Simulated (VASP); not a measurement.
The system is PbS.

```xyz
2
Lattice="4.0062 0.0000 0.0000 -2.0031 3.4695 0.0000 0.0000 0.0000 3.7108" Properties=species:S:1:pos:R:3 pbc="T T T"
Pb    0.0000    0.0000    0.0000
S     2.0031    1.1565    1.8554
```

This cell differs from its parent crystal: volume scaled by 0.94.

Base run:

```yaml
Program: VASP 6.6.1
Functional: PBEsol
Potentials_or_basis: VASP PAW PBE potentials, release 64 (Pb_d, S)
Cutoff: 520 eV
k_mesh: 8 × 8 × 7
Occupations: fermi-dirac, width 0.05 eV
Spin: no spin polarisation
```

Its results: band gap on the k mesh zero (band 10 reaches 5.76 eV, above the bottom of band 11 at 5.63 eV); pressure 0.2 GPa.

Question: The run is repeated on the same cell with these changes: functional from PBEsol to PBE. What comes out?

Answer: Band gap on the k mesh zero (band 10 reaches 5.89 eV, above the bottom of band 11 at 5.84 eV); pressure 3.3 GPa.

PBE binds less tightly than PBEsol, so the same cell stands under more pressure.

Caveats: spin-orbit coupling is left out, which moves the levels of the heavy elements; the PAW data sets were made with another functional, which shifts forces and pressure a little (some runs).
